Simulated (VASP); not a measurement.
Wanted: the native input for a VASP 6.6.1 run.

| Quantity | Value |
| --- | --- |
| Task | relaxation of cell and atoms |
| Functional | PBEsol |
| Potentials or basis | VASP PAW PBE potentials, release 64 (Ta_pv, C) |
| Cutoff | 600 eV |
| k mesh | 16 × 16 × 16 |
| Occupations | gaussian, width 0.1 eV |
| Spin | no spin polarisation |
| Dipole correction | no |
| Further INCAR settings | ALGO = Normal; EDIFF = 1e-07; IBRION = 2; EDIFFG = -0.005; NSW = 100; ISIF = 3 |

The structure of TaC lies in POSCAR:

```
TaC
1.0
    0.0000000000      2.2269985830      2.2269985830
    2.2269985830      0.0000000000      2.2269985830
    2.2269985830      2.2269985830      0.0000000000
Ta C
1 1
Direct
    0.0000000000      0.0000000000      0.0000000000
    0.5000000000      0.5000000000      0.5000000000
```

The input as run:

INCAR

```
  PREC = Accurate
  ENCUT = 600
  EDIFF = 1E-7
  ISMEAR = 0
  SIGMA = 0.1
  LREAL = False
  LASPH = True
  NELM = 60
  ALGO = Normal
  ISIF = 3
  LWAVE = False
  LCHARG = False
  GGA = PS
  IBRION = 2
  NSW = 100
  EDIFFG = -0.005
```

KPOINTS

```
Automatic mesh
0
Gamma
  16 16 16
```

Potentials or basis: VASP PAW PBE potentials, release 64 (Ta_pv, C).

Command:

```console
$ cat potpaw_PBE.64/Ta_pv/POTCAR potpaw_PBE.64/C/POTCAR > POTCAR
$ mpirun -np 1 vasp_std > vasp.out
```

It gave:

The relaxed volume is 10.96 Å³/atom, the relaxed cell is a = 3.142 Å, b = 3.142 Å, c = 3.142 Å, α = 60.00°, β = 60.00°, γ = 60.00° and the space group after relaxing (to 0.05 Å) is Fm-3m (No. 225). The energy gained by relaxing is 0.7 meV/atom, the ionic steps are 3 and the pressure after relaxing is 0.0 GPa.

Caveat: the PAW data sets were made with another functional, which shifts forces and pressure a little.

Run time: 3.2 min on 1 thread of AMD EPYC 7R13, on a shared host, peak memory 0.18 GiB.
